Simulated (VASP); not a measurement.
# PbSe (Fm-3m) in VASP: notebook

The runs below take PbSe through single point, with PBE, r2SCAN, HSE06.

Program: VASP 6.6.1. These are calculated values, not measurements. Logs are shortened: lines on timing, memory, paths and dates and some standing lists are left out, and cuts for length are marked.

## 1. The cell of the first run

Symmetry: Fm-3m, No. 225, cubic system. Conventional cell: a = 6.139 Å, b = 6.139 Å, c = 6.139 Å, α = 90.00°, β = 90.00°, γ = 90.00°. Pb (site symmetry m-3m) has 6 Se at 3.07 Å within 4.0 Å. Within 4.0 Å of Se (site symmetry m-3m) lie 6 Pb at 3.07 Å.

## 2. Single point, PBE

INCAR reads:

```
  PREC = Accurate
  ENCUT = 500
  EDIFF = 1E-6
  ISMEAR = 0
  SIGMA = 0.01
  LREAL = False
  LASPH = True
  NELM = 120
  ALGO = Normal
  ISIF = 2
  LWAVE = False
  LCHARG = False
  GGA = PE
  NBANDS = 17
  GGA_COMPAT = False
```

KPOINTS reads:

```
regular mesh
0
Gamma
  6 6 6
```

POSCAR reads:

```
PbSe
1.0
    0.0000000000      3.0696866693      3.0696866693
    3.0696866693      0.0000000000      3.0696866693
    3.0696866693      3.0696866693      0.0000000000
Pb Se
1 1
Direct
    0.0000000000      0.0000000000      0.0000000000
    0.5000000000      0.5000000000      0.5000000000
```

Potentials or basis: VASP PAW PBE potentials, release 64 (Pb_d, Se).

Launch:

```
$ cat potpaw_PBE.64/Pb_d/POTCAR potpaw_PBE.64/Se/POTCAR > POTCAR
$ mpirun -np 1 vasp_std > vasp.out
```

OUTCAR:

```text
PREC = Accurate
   ENCUT = 500
   EDIFF = 1E-6
   ISMEAR = 0
   LREAL = False
   LASPH = True
   NELM = 120
   ISIF = 2
   GGA = PE

 ion  position               nearest neighbor table
   1  0.000  0.000  0.000-   2 3.07   2 3.07   2 3.07   2 3.07   2 3.07   2 3.07
   2  0.500  0.500  0.500-   1 3.07   1 3.07   1 3.07   1 3.07   1 3.07   1 3.07

  LATTYP: Found a face centered cubic cell.
 ALAT       =     6.1393733386

  Lattice vectors:

 A1 = (   0.0000000000,   3.0696866693,   3.0696866693)
 A2 = (   3.0696866693,   0.0000000000,   3.0696866693)
 A3 = (   3.0696866693,   3.0696866693,   0.0000000000)

Analysis of symmetry for initial positions (statically):
=====================================================================
 Subroutine PRICEL returns:
 Original cell was already a primitive cell.

 Routine SETGRP: Setting up the symmetry group for a
 face centered cubic supercell.

 Subroutine GETGRP returns: Found 48 space group operations
 (whereof 48 operations were pure point group operations)
 out of a pool of 48 trial point group operations.

The static configuration has the point symmetry O_h .

Analysis of symmetry for dynamics (positions and initial velocities):
=====================================================================
 Subroutine PRICEL returns:
 Original cell was already a primitive cell.

 Routine SETGRP: Setting up the symmetry group for a
 face centered cubic supercell.

 Subroutine GETGRP returns: Found 48 space group operations
 (whereof 48 operations were pure point group operations)
 out of a pool of 48 trial point group operations.

The dynamic configuration has the point symmetry O_h .

 Subroutine INISYM returns: Found 48 space group operations
 (whereof 48 operations are pure point group operations),
 and found     1 'primitive' translations

----------------------------------------------------------------------------------------

                                     Primitive cell

  volume of cell :      57.8512

  direct lattice vectors                    reciprocal lattice vectors
     0.000000000  3.069686669  3.069686669    -0.162883074  0.162883074  0.162883074
     3.069686669  0.000000000  3.069686669     0.162883074 -0.162883074  0.162883074
     3.069686669  3.069686669  0.000000000     0.162883074  0.162883074 -0.162883074

  length of vectors
     4.341192520  4.341192520  4.341192520     0.282121759  0.282121759  0.282121759

  position of ions in fractional coordinates (direct lattice)
     0.000000000  0.000000000  0.000000000
     0.500000000  0.500000000  0.500000000

  ion indices of the primitive-cell ions
   primitive index   ion index
                 1           1
                 2           2

----------------------------------------------------------------------------------------

 KPOINTS: regular mesh

Automatic generation of k-mesh.
 Grid dimensions read from file:
 generate k-points for:    6    6    6

 Generating k-lattice:

  Cartesian coordinates                     Fractional coordinates (reciprocal lattice)
    -0.027147179  0.027147179  0.027147179     0.166666667  0.000000000  0.000000000
     0.027147179 -0.027147179  0.027147179     0.000000000  0.166666667  0.000000000
     0.027147179  0.027147179 -0.027147179     0.000000000  0.000000000  0.166666667

  Length of vectors
     0.047020293  0.047020293  0.047020293

  Shift w.r.t. Gamma in fractional coordinates (k-lattice)
     0.000000000  0.000000000  0.000000000

 Subroutine IBZKPT returns following result:
 ===========================================

 Found     16 irreducible k-points:

 Following reciprocal coordinates:
            Coordinates               Weight
  0.000000  0.000000  0.000000      1.000000
  0.166667  0.000000  0.000000      8.000000
  0.333333  0.000000  0.000000      8.000000
  0.500000  0.000000  0.000000      4.000000
  0.166667  0.166667  0.000000      6.000000
  0.333333  0.166667  0.000000     24.000000
[... 8 lines left out ...]
 -0.333333  0.333333  0.166667     24.000000
 -0.333333  0.500000  0.166667     12.000000
   k-points           NKPTS =     16   k-points in BZ     NKDIM =     16   number of bands    NBANDS=     17
   number of dos      NEDOS =    301   number of ions     NIONS =      2
   total plane-waves  NPLWV =  32768
   dimension x,y,z NGX =    32 NGY =   32 NGZ =   32
   dimension x,y,z NGXF=    64 NGYF=   64 NGZF=   64
   ions per type =               1   1
   NGX,Y,Z   is equivalent  to a cutoff of  12.25, 12.25, 12.25 a.u.
   NGXF,Y,Z  is equivalent  to a cutoff of  24.51, 24.51, 24.51 a.u.
 SYSTEM =  unknown system
   PREC   = accura    normal or accurate (medium, high low for compatibility)
   ISTART =      0    job   : 0-new  1-cont  2-samecut
   ICHARG =      2    charge: 1-file 2-atom 10-const
   ISPIN  =      1    spin polarized calculation?
   LNONCOLLINEAR =      F non collinear calculations
   LSORBIT =      F    spin-orbit coupling
   LASPH  =      T    aspherical Exc in radial PAW
   ENCUT  =  500.0 eV  36.75 Ry    6.06 a.u.   7.91  7.91  7.91*2*pi/ulx,y,z
   NELM   =    120;   NELMIN=  2; NELMDL= -5     # of ELM steps
   EDIFF  = 0.1E-05   stopping-criterion for ELM
   LREAL  =      F    real-space projection
   EDIFFG = 0.1E-04   stopping-criterion for IOM
   NSW    =      0    number of steps for IOM
   IBRION =     -1    ionic relax: 0-MD 1-quasi-New 2-CG
   NFREE  =      0    steps in history (QN), initial steepest desc. (CG)
   ISIF   =      2    stress and relaxation
   ISYM   =      2    0-nonsym 1-usesym 2-fastsym
   POTIM  = 0.5000    time-step for ionic-motion
   TEBEG  =    0.0;   TEEND  =   0.0 temperature during run
   PSTRESS=    0.0 pullay stress
   NELECT =      20.0000    total number of electrons
   NUPDOWN=      -1.0000    fix difference up-down
   EMIN   =  10.00;   EMAX   =-10.00  energy-range for DOS
   EFERMI =   0.00;   METHOD = LEGACY
   ISMEAR =     0;   SIGMA  =   0.01  broadening in eV -4-tet -1-fermi 0-gaus
   EFERMI_NEDOS =   21; number of points for ismear=-14 and -15
   IALGO  =     38    algorithm
   IMIX   =      4    mixing-type and parameters
     AMIX     =   0.40;   BMIX     =  1.00
     AMIX_MAG =   1.60;   BMIX_MAG =  1.00
  volume/ion in A,a.u.               =      28.93       195.20
  Fermi-wavevector in a.u.,A,eV,Ry     =   1.148984  2.171266 17.961936  1.320165
  Thomas-Fermi vector in A             =   2.285656
   LORBIT       =      0    0 simple, 1 ext, 2 COOP (PROOUT), +10 PAW based schemes
   GGA     = PE    functional components
   LHFCALC =     F    Hartree Fock is set to
   AEXX    =    0.0000 exact exchange contribution
   IVDW    =     0    specifies the selected vdW correction
   LEPSILON=     F    determine dielectric tensor
   LRPA    =     F    only Hartree local field effects (RPA)
 non-spin polarized calculation
 Gauss-broadening in eV      SIGMA  =   0.01
  energy-cutoff  :      500.00
  volume of cell :       57.85
 maximum number of plane-waves:      1484
   NGX = 15   NGY = 15   NGZ = 15

 number of electron      19.9999997 magnetization

 Free energy of the ion-electron system (eV)
  ---------------------------------------------------
  ext. energy  EPLUGINS =         0.00000000
  ---------------------------------------------------
  free energy    TOTEN  =        -8.18817957 eV

  energy without entropy =       -8.18817957  energy(sigma->0) =       -8.18817957

 E-fermi :   5.0130     XC(G=0):  -9.4905

 val. band max:        4.9508497100   @ k =   0.5000   0.0000   0.0000
 cond. band min:       5.2725988148   @ k =   0.5000   0.0000   0.0000
 fundamental gap:      0.3217491048
 Fermi energy:         5.0130364174

 k-point     1 :       0.0000    0.0000    0.0000
  band No.  band energies     occupation
      1     -11.8623      2.00000
      2     -11.8623      2.00000
      3     -11.8623      2.00000
      4     -11.8580      2.00000
      5     -11.8580      2.00000
      6      -8.5624      2.00000
[... 9 lines left out ...]
     16      11.4941      0.00000
     17      13.1588      0.00000

 k-point     2 :       0.1667    0.0000    0.0000
  band No.  band energies     occupation
      1     -11.8648      2.00000
      2     -11.8648      2.00000
      3     -11.8613      2.00000
      4     -11.8534      2.00000
      5     -11.8534      2.00000
      6      -8.3587      2.00000
[... 9 lines left out ...]
     16      12.0678      0.00000
     17      14.8322      0.00000

 k-point     3 :       0.3333    0.0000    0.0000
  band No.  band energies     occupation
      1     -11.8763      2.00000
      2     -11.8763      2.00000
      3     -11.8598      2.00000
      4     -11.8377      2.00000
      5     -11.8377      2.00000
      6      -7.8547      2.00000
[... 9 lines left out ...]
     16      13.5135      0.00000
     17      16.7341      0.00000

 k-point     4 :       0.5000    0.0000    0.0000
  band No.  band energies     occupation
      1     -11.8821      2.00000
      2     -11.8821      2.00000
      3     -11.8593      2.00000
      4     -11.8297      2.00000
      5     -11.8297      2.00000
      6      -7.5178      2.00000
[... 9 lines left out ...]
     16      15.1180      0.00000
     17      15.1180      0.00000

 k-point     5 :       0.1667    0.1667    0.0000
  band No.  band energies     occupation
      1     -11.8765      2.00000
      2     -11.8666      2.00000
      3     -11.8534      2.00000
      4     -11.8520      2.00000
      5     -11.8520      2.00000
      6      -8.2862      2.00000
[... 9 lines left out ...]
     16      13.0927      0.00000
     17      13.9055      0.00000

 k-point     6 :       0.3333    0.1667    0.0000
  band No.  band energies     occupation
      1     -11.8967      2.00000
      2     -11.8654      2.00000
      3     -11.8603      2.00000
      4     -11.8427      2.00000
      5     -11.8353      2.00000
      6      -7.8704      2.00000
[... 9 lines left out ...]
     16      14.4120      0.00000
     17      15.8244      0.00000

 k-point     7 :       0.5000    0.1667    0.0000
  band No.  band energies     occupation
      1     -11.9036      2.00000
      2     -11.8707      2.00000
      3     -11.8571      2.00000
      4     -11.8382      2.00000
      5     -11.8280      2.00000
      6      -7.4373      2.00000
[... 9 lines left out ...]
     16      15.3529      0.00000
     17      15.6861      0.00000

 k-point     8 :      -0.3333    0.1667    0.0000
  band No.  band energies     occupation
      1     -11.8916      2.00000
      2     -11.8749      2.00000
      3     -11.8545      2.00000
      4     -11.8376      2.00000
      5     -11.8368      2.00000
      6      -7.5536      2.00000
[... 9 lines left out ...]
     16      14.6497      0.00000
     17      15.9948      0.00000

 k-point     9 :      -0.1667    0.1667    0.0000
  band No.  band energies     occupation
      1     -11.8725      2.00000
      2     -11.8706      2.00000
      3     -11.8598      2.00000
      4     -11.8508      2.00000
      5     -11.8418      2.00000
      6      -8.0458      2.00000
[... 9 lines left out ...]
     16      13.8577      0.00000
     17      14.5278      0.00000

 k-point    10 :       0.3333    0.3333    0.0000
  band No.  band energies     occupation
      1     -11.9385      2.00000
      2     -11.8753      2.00000
      3     -11.8442      2.00000
      4     -11.8304      2.00000
      5     -11.8304      2.00000
      6      -7.5942      2.00000
[... 9 lines left out ...]
     16      15.2147      0.00000
     17      16.1176      0.00000

 k-point    11 :       0.5000    0.3333    0.0000
  band No.  band energies     occupation
      1     -11.9538      2.00000
      2     -11.8714      2.00000
      3     -11.8488      2.00000
      4     -11.8274      2.00000
      5     -11.8233      2.00000
      6      -7.2599      2.00000
[... 9 lines left out ...]
     16      16.1430      0.00000
     17      16.8494      0.00000

 k-point    12 :      -0.3333    0.3333    0.0000
  band No.  band energies     occupation
      1     -11.9295      2.00000
      2     -11.8615      2.00000
      3     -11.8551      2.00000
      4     -11.8384      2.00000
      5     -11.8293      2.00000
      6      -7.2335      2.00000
[... 9 lines left out ...]
     16      14.4247      0.00000
     17      16.4675      0.00000

 k-point    13 :       0.5000    0.5000    0.0000
  band No.  band energies     occupation
      1     -11.9797      2.00000
      2     -11.8797      2.00000
      3     -11.8396      2.00000
      4     -11.8192      2.00000
      5     -11.8192      2.00000
      6      -7.1613      2.00000
[... 9 lines left out ...]
     16      16.5403      0.00000
     17      17.5864      0.00000

 k-point    14 :       0.5000    0.3333    0.1667
  band No.  band energies     occupation
      1     -11.9200      2.00000
      2     -11.8625      2.00000
      3     -11.8611      2.00000
      4     -11.8350      2.00000
      5     -11.8309      2.00000
      6      -7.4696      2.00000
[... 9 lines left out ...]
     16      15.2033      0.00000
     17      15.5298      0.00000

 k-point    15 :      -0.3333    0.3333    0.1667
  band No.  band energies     occupation
      1     -11.9286      2.00000
      2     -11.8645      2.00000
      3     -11.8495      2.00000
      4     -11.8466      2.00000
      5     -11.8245      2.00000
      6      -7.2333      2.00000
[... 9 lines left out ...]
     16      16.3319      0.00000
     17      16.3862      0.00000

 k-point    16 :      -0.3333    0.5000    0.1667
  band No.  band energies     occupation
      1     -11.9551      2.00000
      2     -11.8652      2.00000
      3     -11.8523      2.00000
      4     -11.8350      2.00000
      5     -11.8192      2.00000
      6      -7.1393      2.00000
[... 9 lines left out ...]
     16      16.5879      0.00000
     17      17.6115      0.00000

------------------------ aborting loop because EDIFF is reached ----------------------------------------

  FORCE on cell =-STRESS in cart. coord.  units (eV):
  Direction    XX          YY          ZZ          XY          YZ          ZX
  --------------------------------------------------------------------------------------
  -------------------------------------------------------------------------------------
  Total        0.6751715      0.6751715      0.6751715      0.0000000     -0.0000000      0.0000000
  in kB       18.6987482     18.6987482     18.6987482      0.0000000     -0.0000000      0.0000000
  external PRESSURE =      18.6987482 kB  Pullay stress =       0.0000000 kB

 VOLUME and BASIS-vectors are now :
 -----------------------------------------------------------------------------
  energy-cutoff  :      500.00
  volume of cell :       57.85
      direct lattice vectors                 reciprocal lattice vectors
     0.000000000  3.069686669  3.069686669    -0.162883074  0.162883074  0.162883074
     3.069686669  0.000000000  3.069686669     0.162883074 -0.162883074  0.162883074
     3.069686669  3.069686669  0.000000000     0.162883074  0.162883074 -0.162883074

 POSITION                                       TOTAL-FORCE (eV/Angst)
 -----------------------------------------------------------------------------------
      0.00000      0.00000      0.00000         0.000000     -0.000000      0.000000
      3.06969      3.06969      3.06969        -0.000000      0.000000      0.000000
 -----------------------------------------------------------------------------------
    total drift:                                0.000000     -0.000000     -0.000000

  FREE ENERGIE OF THE ION-ELECTRON SYSTEM (eV)
  ---------------------------------------------------
  free  energy   TOTEN  =        -8.1881795737 eV

  energy  without entropy=       -8.1881795737  energy(sigma->0) =       -8.18817957
```

It took 16 s on 1 thread of Intel Xeon 8259CL, shared host; peak memory 0.17 GiB.

What came out:

* Free energy: -8.1882 eV
* Pressure: 1.9 GPa
* Band gap on the k mesh: 0.32 eV

Caveat: spin-orbit coupling is left out, which moves the levels of the heavy elements. A k mesh can miss the band edges.

## 3. Single point, PBE

INCAR reads:

```
SYSTEM = PbSe
  ALGO = Normal
  EDIFF = 1E-6
  ENCUT = 500
  GGA = PE
  GGA_COMPAT = .False.
  ISIF = 2
  ISMEAR = 0
  LASPH = .True.
  LCHARG = .False.
  LREAL = .False.
  LWAVE = .False.
  NBANDS = 17
  NELM = 120
  PREC = Accurate
  SIGMA = 0.01
```

KPOINTS reads:

```
k-points
0
Gamma
  6 6 6
  0 0 0
```

POSCAR is that of step 2.

Potentials or basis: VASP PAW PBE potentials, release 64 (Pb_d, Se).

Launch:

```
$ cat potpaw_PBE.64/Pb_d/POTCAR potpaw_PBE.64/Se/POTCAR > POTCAR
$ mpirun -np 1 vasp_std > vasp.out
```

OUTCAR:

```text
SYSTEM = PbSe
   EDIFF = 1E-6
   ENCUT = 500
   GGA = PE
   ISIF = 2
   ISMEAR = 0
   LASPH = .True.
   LREAL = .False.
   NELM = 120
   PREC = Accurate

 ion  position               nearest neighbor table
   1  0.000  0.000  0.000-   2 3.07   2 3.07   2 3.07   2 3.07   2 3.07   2 3.07
   2  0.500  0.500  0.500-   1 3.07   1 3.07   1 3.07   1 3.07   1 3.07   1 3.07

  LATTYP: Found a face centered cubic cell.
 ALAT       =     6.1393733386

  Lattice vectors:

[... 497 lines left out ...]

  FORCE on cell =-STRESS in cart. coord.  units (eV):
  Direction    XX          YY          ZZ          XY          YZ          ZX
  --------------------------------------------------------------------------------------
  -------------------------------------------------------------------------------------
  Total        0.6751715      0.6751715      0.6751715      0.0000000     -0.0000000      0.0000000
  in kB       18.6987482     18.6987482     18.6987482      0.0000000     -0.0000000      0.0000000
  external PRESSURE =      18.6987482 kB  Pullay stress =       0.0000000 kB

 VOLUME and BASIS-vectors are now :
 -----------------------------------------------------------------------------
  energy-cutoff  :      500.00
  volume of cell :       57.85
      direct lattice vectors                 reciprocal lattice vectors
     0.000000000  3.069686669  3.069686669    -0.162883074  0.162883074  0.162883074
     3.069686669  0.000000000  3.069686669     0.162883074 -0.162883074  0.162883074
     3.069686669  3.069686669  0.000000000     0.162883074  0.162883074 -0.162883074

 POSITION                                       TOTAL-FORCE (eV/Angst)
 -----------------------------------------------------------------------------------
      0.00000      0.00000      0.00000         0.000000     -0.000000      0.000000
      3.06969      3.06969      3.06969        -0.000000      0.000000      0.000000
 -----------------------------------------------------------------------------------
    total drift:                                0.000000     -0.000000     -0.000000

  FREE ENERGIE OF THE ION-ELECTRON SYSTEM (eV)
  ---------------------------------------------------
  free  energy   TOTEN  =        -8.1881795737 eV

  energy  without entropy=       -8.1881795737  energy(sigma->0) =       -8.18817957
```

stdout:

```text
POSCAR found type information on POSCAR PbSe
 POSCAR found :  2 types and       2 ions
 scaLAPACK will be used
 LDA part: xc-table for (Slater+PW92), standard interpolation
 POSCAR, INCAR and KPOINTS ok, starting setup
 FFT: planning ... GRIDC
 FFT: planning ... GRID_SOFT
 FFT: planning ... GRID
 WAVECAR not read
 entering main loop
```

Run time: 17 s. Hardware: 1 thread of Intel Xeon 8259CL, shared host; peak memory 0.18 GiB.

What came out:

```
Free energy            : -8.1882 eV
Pressure               : 1.9 GPa
Band gap on the k mesh : 0.32 eV
```

Levels at points of the mesh, in eV from the valence-band top:
| k point | band 7 | band 8 | band 9 | band 10 | band 11 | band 12 | band 13 | band 14 |
| --- | --- | --- | --- | --- | --- | --- | --- | --- |
| (0.00, 0.00, 0.00) | -6.31 | -1.83 | -1.83 | -1.83 | 4.70 | 4.70 | 4.70 | 6.54 |
| (0.50, 0.00, 0.00) | -8.75 | -1.43 | -1.43 | 0.00 | 0.32 | 1.73 | 1.73 | 8.55 |
| (0.50, 0.50, 0.00) | -7.36 | -4.90 | -3.17 | -3.17 | 3.74 | 5.59 | 5.59 | 6.02 |

Caveat: spin-orbit coupling is left out, which moves the levels of the heavy elements.

[end of part 1 of 2]
